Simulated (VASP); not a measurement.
Write the native input for VASP 6.6.1 that does the following.

```
Task                   : single point
Functional             : PBEsol
Potentials or basis    : VASP PAW PBE potentials, release 64 (C)
Cutoff                 : 520 eV
k mesh                 : 8 × 8 × 1
Occupations            : fermi-dirac, width 0.1 eV
Spin                   : no spin polarisation
Dipole correction      : no
Further INCAR settings : ALGO = Normal; EDIFF = 1e-06; NBANDS = 16
```

The structure of C lies in POSCAR:

```
C
1.0
    2.4562280000      0.0000000000      0.0000000000
   -1.2281140000      2.1271558455      0.0000000000
    0.0000000000      0.0000000000     24.1339600000
C
4
Direct
    0.0000000000      0.0000000000      0.5704700000
    0.0000000000      0.0000000000      0.4295300000
    0.3333333333      0.6666666667      0.4295200000
    0.6666666667      0.3333333333      0.5704800000
```

The input as run:

INCAR

```
SYSTEM = C
PREC = Accurate
ENCUT = 520
EDIFF = 1E-6
ISMEAR = -1
SIGMA = 0.1
LREAL = .False.
LASPH = .True.
NELM = 80
ALGO = Normal
ISIF = 2
LWAVE = .False.
LCHARG = .False.
GGA = PS
NBANDS = 16
```

KPOINTS

```
Automatic mesh
0
Gamma
  8 8 1
  0 0 0
```

Potentials or basis: VASP PAW PBE potentials, release 64 (C).

The run is started by

```console
$ cat potpaw_PBE.64/C/POTCAR > POTCAR
$ mpirun -np 1 vasp_std > vasp.out
```

It gave:

```yaml
Largest_force: 0.015 eV/Å
Band_gap_on_the_k_mesh: 1.84 eV, direct
```

Caveat: the PAW data sets were made with another functional, which shifts forces and pressure a little.

Run time: 19 s on 1 thread of Intel Xeon 6975P-C (shared host), peak memory 0.22 GiB.
